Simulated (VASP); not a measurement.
# Ge (Cmmm) in VASP: notebook, part 2 of 2

VASP 6.6.1. Earlier steps stand in the parts before.

## (4) Single point, BLYP

The input, INCAR:

```
AGGAC = 1.0
AGGAX = 1.0
ALDAC = 0.0
ALDAX = 1.0
ALGO = Normal
EDIFF = 1E-7
ENCUT = 520
GGA = B5
ISIF = 2
ISMEAR = -1
LASPH = T
LCHARG = T
LELF = T
LREAL = F
LVHAR = T
LWAVE = F
NBANDS = 13
NELM = 80
PREC = Accurate
SIGMA = 0.05
```

The input, KPOINTS:

```
k-points
0
Gamma
  11 11 10
```

The input, POSCAR:

```
Ge
1.0
    1.3971490000     -2.6005160000      0.0000000000
    1.3971490000      2.6005160000      0.0000000000
    0.0000000000      0.0000000000      2.6982310000
Ge
1
Direct
    0.5000000000      0.5000000000      0.0000000000
```

Potentials or basis: VASP PAW PBE potentials, release 64 (Ge_d).

On the command line:

```
$ cat potpaw_PBE.64/Ge_d/POTCAR > POTCAR
$ mpirun -np 1 vasp_std > vasp.out
```

OUTCAR:

```text
EDIFF = 1E-7
   ENCUT = 520
   GGA = B5
   ISIF = 2
   ISMEAR = -1
   LASPH = T
   LREAL = F
   NELM = 80
   PREC = Accurate

 ion  position               nearest neighbor table
   1  0.500  0.500  0.000-

  LATTYP: Found a base centered orthorhombic cell.
 ALAT       =     2.7942980000
 B/A-ratio  =     1.8613018368
 C/A-ratio  =     0.9656203454

  Lattice vectors:

 A1 = (   1.3971490000,  -2.6005160000,   0.0000000000)
 A2 = (   1.3971490000,   2.6005160000,   0.0000000000)
 A3 = (   0.0000000000,   0.0000000000,   2.6982310000)

Analysis of symmetry for initial positions (statically):
=====================================================================
 Subroutine PRICEL returns:
 Original cell was already a primitive cell.

 Routine SETGRP: Setting up the symmetry group for a
 base centered orthorhombic supercell.

 Subroutine GETGRP returns: Found  8 space group operations
 (whereof  8 operations were pure point group operations)
 out of a pool of  8 trial point group operations.

The static configuration has the point symmetry D_2h.

Analysis of symmetry for dynamics (positions and initial velocities):
[... 162 lines left out ...]
 Fermi energy:         6.6232063366

 k-point     1 :       0.0000    0.0000    0.0000
  band No.  band energies     occupation
      1     -18.0588      2.00000
      2     -18.0078      2.00000
      3     -17.9563      2.00000
      4     -17.8458      2.00000
      5     -17.8245      2.00000
      6      -6.1861      2.00000
      7      13.2423      0.00000
      8      13.6102      0.00000
      9      15.1037      0.00000
     10      17.0048      0.00000
     11      19.4162      0.00000
     12      21.8469      0.00000
     13      21.8622      0.00000
[... 354 lines left out ...]
  band No.  band energies     occupation
      1     -18.0504      2.00000
      2     -18.0032      2.00000
      3     -17.9312      2.00000
      4     -17.8576      2.00000
      5     -17.8268      2.00000
      6      -5.4863      2.00000
      7       8.8909      0.00000
      8      13.7423      0.00000
      9      13.8908      0.00000
     10      17.4783      0.00000
     11      19.0677      0.00000
     12      24.6044      0.00000
     13      24.6418      0.00000

 [... further k-points ...]
[... 5 lines left out ...]
  --------------------------------------------------------------------------------------
  -------------------------------------------------------------------------------------
  Total        0.8760562      0.4322617      0.7290097      0.0000000      0.0000000      0.0000000
  in kB       71.5865088     35.3220528     59.5706776      0.0000000      0.0000000      0.0000000
  external PRESSURE =      55.4930797 kB  Pullay stress =       0.0000000 kB

 VOLUME and BASIS-vectors are now :
 -----------------------------------------------------------------------------
  energy-cutoff  :      520.00
  volume of cell :       19.61
      direct lattice vectors                 reciprocal lattice vectors
     1.397149000 -2.600516000  0.000000000     0.357871637 -0.192269534  0.000000000
     1.397149000  2.600516000  0.000000000     0.357871637  0.192269534  0.000000000
     0.000000000  0.000000000  2.698231000     0.000000000  0.000000000  0.370613191

 POSITION                                       TOTAL-FORCE (eV/Angst)
 -----------------------------------------------------------------------------------
      1.39715      0.00000      0.00000        -0.000000     -0.000000      0.000000
 -----------------------------------------------------------------------------------
    total drift:                               -0.000000     -0.000000     -0.000000

  FREE ENERGIE OF THE ION-ELECTRON SYSTEM (eV)
  ---------------------------------------------------
  free  energy   TOTEN  =        -3.4147656575 eV

  energy  without entropy=       -3.4107759277  energy(sigma->0) =       -3.41277079
```

OSZICAR:

```text
N       E                     dE             d eps       ncg     rms          rms(c)
DAV:   1     0.653189930756E+02    0.65319E+02   -0.71892E+03  6112   0.292E+03
DAV:   2     0.254587560455E+01   -0.62773E+02   -0.59943E+02  5896   0.417E+02
DAV:   3    -0.332135134685E+01   -0.58672E+01   -0.58395E+01  6506   0.742E+01
DAV:   4    -0.341043512616E+01   -0.89084E-01   -0.89072E-01  6346   0.996E+00
DAV:   5    -0.341137598045E+01   -0.94085E-03   -0.94085E-03  6651   0.114E+00    0.112E+00
DAV:   6    -0.341207694878E+01   -0.70097E-03   -0.54892E-03  7098   0.162E+00    0.649E-01
DAV:   7    -0.341461359986E+01   -0.25367E-02   -0.57712E-03  6931   0.139E+00    0.733E-02
DAV:   8    -0.341476340454E+01   -0.14980E-03   -0.83800E-04  6766   0.570E-01    0.229E-02
DAV:   9    -0.341476738949E+01   -0.39850E-05   -0.27986E-05  6656   0.852E-02    0.905E-03
DAV:  10    -0.341476589872E+01    0.14908E-05   -0.23349E-06  6647   0.292E-02    0.235E-03
DAV:  11    -0.341476566697E+01    0.23175E-06   -0.26876E-07  6181   0.594E-03    0.272E-04
DAV:  12    -0.341476565745E+01    0.95197E-08   -0.95337E-09  3573   0.185E-03
   1 F= -.34147657E+01 E0= -.34127708E+01  d E =-.398973E-02
```

Run time: 47 s. Hardware: 1 thread of AMD EPYC 9R45 (Zen 5), shared host; peak memory 0.14 GiB.

What came out:

```
Free energy            : -3.4148 eV
Pressure               : 5.5 GPa
Band gap on the k mesh : zero (band 7 reaches 13.24 eV, above the bottom of band 8 at 4.38 eV)
```

Stress tensor (GPa, compression positive):
```
7.16 0.00 0.00
0.00 3.53 0.00
0.00 0.00 5.96
```

Caveat: the PAW data sets were made with another functional, which shifts forces and pressure a little.

## (5) Single point, PBE

The input, INCAR:

```
  ALGO = Normal
  EDIFF = 1E-7
  ENCUT = 520
  GGA = PE
  ISIF = 2
  ISMEAR = 0
  LASPH = T
  LCHARG = T
  LELF = T
  LREAL = F
  LVHAR = T
  LWAVE = F
  NBANDS = 13
  NELM = 80
  PREC = Accurate
  SIGMA = 0.012
```

KPOINTS is that of step 4.

POSCAR is that of step 4.

On the command line:

```
$ cat potpaw_PBE.64/Ge_d/POTCAR > POTCAR
$ mpirun -np 1 vasp_std > vasp.out
```

Run time: 34 s. Hardware: 1 thread of AMD EPYC 9R45 (Zen 5), shared host; peak memory 0.13 GiB.

The run converged. Its results:

```
Free energy            : -4.2667 eV
Pressure               : -0.6 GPa
Band gap on the k mesh : zero (band 7 reaches 12.88 eV, above the bottom of band 8 at 3.82 eV)
```

Stress tensor (GPa, compression positive):
```
 1.13  0.00  0.00
 0.00 -2.79  0.00
 0.00  0.00 -0.26
```

Levels at points of the mesh, in eV from the Fermi level:
```
           k point  band 3  band 4  band 5  band 6  band 7  band 8  band 9  band 10  band 11  band 12
(0.00, 0.00, 0.00)  -24.62  -24.51  -24.49  -12.84    6.68    7.15    8.66    10.18    12.51    14.89
(0.00, 0.00, 0.50)  -24.58  -24.56  -24.53   -9.08   -5.66    9.98   11.49    16.04    16.14    17.28
```

## (6) Overview

| level | smearing | gap on the mesh (eV) | pressure (GPa) |
| --- | --- | --- | --- |
| RPBE | fermi-dirac 0.05 eV | none | 0.8 |
| revPBE | fermi-dirac 0.05 eV | none | 0.6 |
| BLYP | fermi-dirac 0.05 eV | none | 5.5 |
| PBE | gaussian 0.012 eV | none | -0.6 |

Alike in all rows: task single point; potentials or basis VASP PAW PBE potentials, release 64 (Ge_d); no spin polarisation; cell as given; k mesh 11 × 11 × 10; cutoff (eV) 520.

Every run on the cell as given and a fine mesh finds a metal. The pressure there spans -0.6 GPa (PBE) to 5.5 GPa (BLYP); a positive pressure means that this level wants a larger cell, a negative one a smaller.

Caveats: the PAW data sets were made with another functional, which shifts forces and pressure a little (some runs).

Total energies depend on the potentials used, so only differences within one code and one set of settings carry meaning.
